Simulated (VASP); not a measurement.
Ba:

```
CELL_PARAMETERS angstrom
-2.50650 2.50650 2.50650
2.50650 -2.50650 2.50650
2.50650 2.50650 -2.50650
ATOMIC_POSITIONS crystal
Ba 0.00000 0.00000 0.00000
```

Base run:

| Item | Value |
| --- | --- |
| Program | VASP 6.6.1 |
| Functional | PBE |
| Potentials or basis | VASP PAW PBE potentials, release 64 (Ba_sv) |
| Cutoff | 520 eV |
| k mesh | 8 × 8 × 8 |
| Occupations | fermi-dirac, width 0.05 eV |
| Spin | no spin polarisation |

Its results: band gap on the k mesh zero (band 5 reaches 2.17 eV, above the bottom of band 6 at 1.10 eV); pressure 0.0 GPa.

Task: The run is repeated on the same cell with these changes: functional from PBE to PBEsol; occupations from fermi-dirac, width 0.05 eV to methfessel-paxton, width 0.025 eV. What comes out?

Result: Band gap on the k mesh zero (band 5 reaches 2.05 eV, above the bottom of band 6 at 1.00 eV); pressure -0.6 GPa.

Caveats: spin-orbit coupling is left out, which moves the levels of the heavy elements; the PAW data sets were made with another functional, which shifts forces and pressure a little (some runs).
